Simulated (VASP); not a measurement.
Here is a VASP 6.6.1 calculation.

Contents of POSCAR:

```
TaN
1.0
    2.9380011100      0.0000000000      0.0000000000
   -1.4690005500      2.5443836000      0.0000000000
    0.0000000000      0.0000000000      2.8830022100
Ta N
1 1
Direct
    0.3333333333      0.6666666667      0.5000000000
    0.0000000000      0.0000000000      0.0000000000
```

INCAR.step1

```
PREC = Accurate
ENCUT = 600
EDIFF = 1E-5
ISMEAR = -1
SIGMA = 0.05
LREAL = False
LASPH = True
NELM = 80
ALGO = Normal
LWAVE = True
LCHARG = False
GGA = PE
NBANDS = 15
```

The input INCAR.step2:

```
PREC = Accurate
ENCUT = 600
EDIFF = 1E-6
ISMEAR = -1
SIGMA = 0.05
LREAL = False
LASPH = True
NELM = 80
ALGO = Normal
ISIF = 3
LWAVE = False
LCHARG = False
GGA = PS
LHFCALC = True
AEXX = 0.25
HFSCREEN = 0.207
PRECFOCK = Normal
IBRION = 2
NSW = 60
EDIFFG = -0.01
ISTART = 1
```

The input KPOINTS:

```
regular mesh
0
Gamma
  5 5 5
```

Potentials or basis: VASP PAW PBE potentials, release 64 (Ta_pv, N).

Launch:

```bash
$ cat potpaw_PBE.64/Ta_pv/POTCAR potpaw_PBE.64/N/POTCAR > POTCAR
$ cp INCAR.step1 INCAR
$ mpirun -np 1 vasp_std > vasp.out
$ cp INCAR.step2 INCAR
$ mpirun -np 1 vasp_std > vasp.out
```

Q: Predict the space group after relaxing (to 0.1 Å).

A: P-6m2 (No. 187).

Q: Estimate the relaxed volume.

A: 10.48 Å³/atom.

Q: Estimate the relaxed cell.

A: a = 2.912 Å, b = 2.912 Å, c = 2.855 Å, α = 90.00°, β = 90.00°, γ = 120.00°.

Q: What does it give for the band gap on the k mesh?

A: Zero (filled and empty bands touch).

The path:
```tsv
step	energy change (eV)	largest force (eV/Å)	pressure (GPa)	volume (Å³)
1	0.0000	0.0000	-10.39	21.55
2	0.1363	0.0000	34.86	19.44
3	-0.0197	0.0000	-0.30	20.98
4	-0.0197	0.0000	-0.13	20.97
5	-0.0197	0.0000	0.05	20.95
6	-0.0197	0.0000	0.17	20.95
7	-0.0197	0.0000	0.15	20.95
8	-0.0197	0.0000	0.16	20.95
9	-0.0197	0.0000	-0.22	20.97
10	-0.0197	0.0000	-0.03	20.96
```

Caveat: the k points lie up to 0.50 Å⁻¹ apart in the final cell; the PAW data sets were made with another functional, which shifts forces and pressure a little; spin-orbit coupling is left out, which moves the levels of the heavy elements.
